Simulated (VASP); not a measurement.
# SiGe (P6_3mc) in VASP: notebook, part 3 of 3

VASP 6.6.1. Earlier steps stand in the parts before.

**6. Single point, PBEsol (strain +0.0375 x Voigt [0, 0, 1, 0, 0, 0])**

Input file INCAR:

```
SYSTEM = SiGe
PREC = Accurate
ENCUT = 520
EDIFF = 1E-6
ISMEAR = 0
SIGMA = 0.03
LREAL = .False.
LASPH = .True.
NELM = 80
ALGO = Normal
ISIF = 2
LWAVE = .False.
LCHARG = .True.
GGA = PS
LELF = .True.
LVHAR = .True.
NBANDS = 26
```

Input file KPOINTS:

```
Automatic mesh
0
Gamma
  12 12 6
  0 0 0
```

Input file POSCAR:

```
SiGe
1.0
    3.9005968931      0.0000000000      0.0000000000
   -1.9502984466      3.3780159994      0.0000000000
    0.0000000000      0.0000000000      6.6850200011
Si Ge
2 2
Direct
    0.6666666667      0.3333333333      0.8745463420
    0.3333333333      0.6666666667      0.3745463420
    0.6666666667      0.3333333333      0.5004526580
    0.3333333333      0.6666666667      0.0004526580
```

Potentials or basis: VASP PAW PBE potentials, release 64 (Si, Ge_d).

Run with:

```console
cat potpaw_PBE.64/Si/POTCAR potpaw_PBE.64/Ge_d/POTCAR > POTCAR
mpirun -np 1 vasp_std > vasp.out
```

OUTCAR:

```text
SYSTEM = SiGe
   PREC = Accurate
   ENCUT = 520
   EDIFF = 1E-6
   ISMEAR = 0
   LREAL = .False.
   LASPH = .True.
   NELM = 80
   ISIF = 2
   GGA = PS

 ion  position               nearest neighbor table
   1  0.667  0.333  0.875-   4 2.40   4 2.40   4 2.40   3 2.50
   2  0.333  0.667  0.375-   3 2.40   3 2.40   3 2.40   4 2.50
   3  0.667  0.333  0.500-   2 2.40   2 2.40   2 2.40   1 2.50
   4  0.333  0.667  0.000-   1 2.40   1 2.40   1 2.40   2 2.50

  LATTYP: Found a hexagonal cell.
 ALAT       =     3.9005968931
 C/A-ratio  =     1.7138453894

  Lattice vectors:

 A1 = (   3.9005968931,   0.0000000000,   0.0000000000)
 A2 = (  -1.9502984466,   3.3780159994,   0.0000000000)
 A3 = (   0.0000000000,   0.0000000000,   6.6850200011)

Analysis of symmetry for initial positions (statically):
=====================================================================
 Subroutine PRICEL returns:
 Original cell was already a primitive cell.

 Routine SETGRP: Setting up the symmetry group for a
 hexagonal supercell.

[... 167 lines left out ...]
  ext. energy  EPLUGINS =         0.00000000
  ---------------------------------------------------
  free energy    TOTEN  =       -21.18878522 eV

  energy without entropy =      -21.18878522  energy(sigma->0) =      -21.18878522

 E-fermi :   5.3774     XC(G=0):  -9.7245

 val. band max:        5.1857587486   @ k =   0.0000   0.0000   0.0000
 cond. band min:       5.5051175350   @ k =   0.4167   0.0000   0.3333
 fundamental gap:      0.3193587865
 Fermi energy:         5.3774261615

 k-point     1 :       0.0000    0.0000    0.0000
  band No.  band energies     occupation
      1     -19.3106      2.00000
      2     -19.3100      2.00000
      3     -19.3076      2.00000
      4     -19.3076      2.00000
      5     -19.3050      2.00000
      6     -19.3050      2.00000
[... 685 lines left out ...]
     25      12.2799      0.00000
     26      12.4953      0.00000

 [... further k-points ...]
[... 5 lines left out ...]
  --------------------------------------------------------------------------------------
  -------------------------------------------------------------------------------------
  Total       -0.2562181     -0.2562181     -3.8042772      0.0000000      0.0000000      0.0000000
  in kB       -4.6604191     -4.6604191    -69.1969976      0.0000000      0.0000000      0.0000000
  external PRESSURE =     -26.1726119 kB  Pullay stress =       0.0000000 kB

 VOLUME and BASIS-vectors are now :
 -----------------------------------------------------------------------------
  energy-cutoff  :      520.00
  volume of cell :       88.08
      direct lattice vectors                 reciprocal lattice vectors
     3.900596893  0.000000000  0.000000000     0.256371019  0.148015877  0.000000000
    -1.950298447  3.378015999  0.000000000     0.000000000  0.296031754  0.000000000
     0.000000000  0.000000000  6.685020001     0.000000000  0.000000000  0.149588184

 POSITION                                       TOTAL-FORCE (eV/Angst)
 -----------------------------------------------------------------------------------
      1.95030      1.12601      5.84636        -0.000000     -0.000000     -0.254422
     -0.00000      2.25201      2.50385         0.000000      0.000000     -0.254422
      1.95030      1.12601      3.34554         0.000000     -0.000000      0.254422
     -0.00000      2.25201      0.00303        -0.000000     -0.000000      0.254422
 -----------------------------------------------------------------------------------
    total drift:                                0.000000      0.000000      0.001077

  FREE ENERGIE OF THE ION-ELECTRON SYSTEM (eV)
  ---------------------------------------------------
  free  energy   TOTEN  =       -21.1887852192 eV

  energy  without entropy=      -21.1887852192  energy(sigma->0) =      -21.18878522
```

stdout:

```text
POSCAR found type information on POSCAR SiGe
 POSCAR found :  2 types and       4 ions
 scaLAPACK will be used
 -----------------------------------------------------------------------------
|                                                                             |
|                                                                             |
|     You enforced a specific xc type in the INCAR file but a different       |
|     I HOPE YOU KNOW WHAT YOU ARE DOING!                                     |
|                                                                             |
 -----------------------------------------------------------------------------

 LDA part: xc-table for (Slater+PW92), standard interpolation
 POSCAR, INCAR and KPOINTS ok, starting setup
 FFT: planning ... GRIDC
 FFT: planning ... GRID_SOFT
 FFT: planning ... GRID
 WAVECAR not read
 entering main loop
```

Wall time 2.1 min (1 thread of Intel Xeon Platinum 8259CL at 2.50GHz (Skylake/Cascade Lake), shared host); peak memory 0.29 GiB.

What came out:

* Free energy: -21.1888 eV
* Pressure: -2.6 GPa
* Largest force: 0.254 eV/Å
* Band gap on the k mesh: 0.32 eV, indirect (least direct gap 0.67 eV)

Forces in eV/Å, atoms in the order of the input:
```
Si   0.000  0.000 -0.254
Si   0.000  0.000 -0.254
Ge   0.000  0.000  0.254
Ge   0.000  0.000  0.254
```

Caveat: the cell differs from its parent crystal (strain +0.0375 x Voigt [0, 0, 1, 0, 0, 0]); the PAW data sets were made with another functional, which shifts forces and pressure a little. A k mesh can miss the band edges.

**7. Single point, PBEsol (strain +0.0750 x Voigt [0, 0, 1, 0, 0, 0])**

Input file INCAR:

```
ALGO = Normal
EDIFF = 1E-7
ENCUT = 520
GGA = PS
ISIF = 2
ISMEAR = 0
LASPH = T
LCHARG = F
LREAL = F
LWAVE = F
NBANDS = 26
NELM = 80
PREC = Accurate
SIGMA = 0.03
```

Input file KPOINTS:

```
k-points
0
Gamma
  12 12 6
```

POSCAR, as its differences from that of step 6:

```diff
@@ -4,3 +4,3 @@
    -1.9502984466      3.3780159994      0.0000000000
-    0.0000000000      0.0000000000      6.6850200011
+    0.0000000000      0.0000000000      6.9266472300
 Si Ge
```

Run with:

```console
cat potpaw_PBE.64/Si/POTCAR potpaw_PBE.64/Ge_d/POTCAR > POTCAR
mpirun -np 1 vasp_std > vasp.out
```

It took 2.3 min on 1 thread of Intel Xeon Platinum 8259CL at 2.50GHz (Skylake/Cascade Lake), shared host; peak memory 0.3 GiB.

Results (log left out):

```yaml
Free_energy: -21.0020 eV
Pressure: -4.4 GPa
Largest_force: 0.339 eV/Å
Band_gap_on_the_k_mesh: 0.18 eV, direct
```

Forces on the atoms (eV/Å):
```
Si   0.000  0.000 -0.339
Si   0.000  0.000 -0.339
Ge   0.000  0.000  0.339
Ge   0.000  0.000  0.339
```

Stress tensor (GPa, compression positive):
```
 -0.83   0.00   0.00
  0.00  -0.83   0.00
  0.00   0.00 -11.62
```

Levels at points of the mesh, in eV from the valence-band top:
| k point | band 16 | band 17 | band 18 | band 19 | band 20 | band 21 |
| --- | --- | --- | --- | --- | --- | --- |
| (0.00, 0.00, 0.00) | -0.42 | 0.00 | 0.00 | 0.18 | 0.90 | 2.43 |
| (0.50, 0.00, 0.00) | -2.73 | -2.67 | -1.54 | 0.73 | 1.54 | 3.03 |
| (0.00, 0.00, 0.50) | -0.67 | -0.67 | -0.67 | 1.50 | 1.50 | 3.25 |
| (0.50, 0.00, 0.50) | -2.61 | -2.23 | -2.23 | 0.44 | 0.44 | 1.76 |

Caveat: the cell differs from its parent crystal (strain +0.0750 x Voigt [0, 0, 1, 0, 0, 0]); the PAW data sets were made with another functional, which shifts forces and pressure a little. A k mesh can miss the band edges.

**8. Summary**

| cell | gap on the mesh (eV) | pressure (GPa) | largest force (eV/Å) |
| --- | --- | --- | --- |
| a = 3.901, b = 3.901, c = 7.168 Å, angles 90.0, 90.0, 120.0°, 4 atoms | none | -5.7 | 0.31 |
| a = 3.901, b = 3.901, c = 7.289 Å, angles 90.0, 90.0, 120.0°, 4 atoms | none | -6.1 | 0.26 |
| a = 3.901, b = 3.901, c = 7.410 Å, angles 90.0, 90.0, 120.0°, 4 atoms | none | -6.5 | 0.19 |
| a = 3.901, b = 3.901, c = 6.202 Å, angles 90.0, 90.0, 120.0°, 4 atoms | 0.09 | 3.6 | 0.49 |
| a = 3.901, b = 3.901, c = 6.685 Å, angles 90.0, 90.0, 120.0°, 4 atoms | 0.32 | -2.6 | 0.25 |
| a = 3.901, b = 3.901, c = 6.927 Å, angles 90.0, 90.0, 120.0°, 4 atoms | 0.18 | -4.4 | 0.34 |

Alike in all rows: task single point; level PBEsol; potentials or basis VASP PAW PBE potentials, release 64 (Si, Ge_d); no spin polarisation; k mesh 12 × 12 × 6; cutoff (eV) 520; smearing gaussian 0.03 eV.

Caveats: the PAW data sets were made with another functional, which shifts forces and pressure a little.

Total energies depend on the potentials used, so only differences within one code and one set of settings carry meaning.
